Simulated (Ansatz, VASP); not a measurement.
Lu: VASP beside Ansatz

The input INCAR:

```
SYSTEM = Lu
PREC     = Accurate       ! precision mode
ENCUT    = 520            ! plane-wave cutoff, eV
EDIFF    = 1E-6           ! SCF threshold, eV
ISMEAR   = -1             ! smearing method
SIGMA    = 0.1            ! smearing width, eV
LREAL    = .FALSE.        ! projectors in reciprocal space
LASPH    = .TRUE.         ! aspherical terms in the spheres
NELM     = 100            ! most SCF steps
ALGO     = Normal         ! electronic algorithm
ISIF     = 2              ! what is computed and relaxed
LWAVE    = .FALSE.        ! write WAVECAR
LCHARG   = .FALSE.        ! write CHGCAR
GGA      = RE             ! functional
NBANDS   = 18             ! bands
```

KPOINTS

```
regular mesh
0
G
  11 11 11
  0 0 0
```

Contents of POSCAR:

```
Lu
1.0
    3.2511275064      0.0000000000      0.0000000000
    0.0000000000      3.2511275064      0.0000000000
    0.0000000000      0.0000000000      3.2511275064
Lu
1
Direct
    0.0000000000      0.0000000000      0.0000000000
```

Input for Ansatz:

```yaml
crystal:
  lattice:
    - [3.2511275064, 0.0, 0.0]
    - [0.0, 3.2511275064, 0.0]
    - [0.0, 0.0, 3.2511275064]
  atoms:
    - { symbol: Lu, position: [0.0, 0.0, 0.0] }
hamiltonian:
  xc: revpbe
  pseudopotentials:
    kind: paw
    azcp:
      Lu: "pseudopotentials/Lu.paw.azcp"
basis:
  ecutwfc: 420
  fft_grid_basis: typed
kpoints:
  mp_grid: { grid: [11, 11, 11], shift: [0, 0, 0] }
magnetization:
  spin_polarized: false
scf:
  occupations: { method: fermi_dirac, width: 0.1 }
  lower_state_search: "off"
output:
  stress: true
  write_density: true
  write_potential: true
  elf: true
  volumetric_format: npy
```

Alike in both runs: task single point; functional revPBE; k mesh 11 × 11 × 11; occupations fermi-dirac, width 0.1 eV; no spin polarisation.

```csv
,VASP,Ansatz
version,VASP 6.6.1,Ansatz 0.2.0
potentials or method,"VASP PAW PBE potentials, release 64 (Lu), cutoff 520 eV","plane waves (420 eV) with PAW, scalar-relativistic"
valence electrons in the cell,25,25
```

VASP gave:

| Property | Result |
| --- | --- |
| pressure (GPa) | 0.0 |

**Question.** Which values does Ansatz return?

**Answer.** Pressure (GPa): -0.1.

VASP's potentials were made for PBE, not for revPBE. The functional is the same, so the differences come from potentials, cutoffs and numerics.

Neither program's run includes spin-orbit coupling.
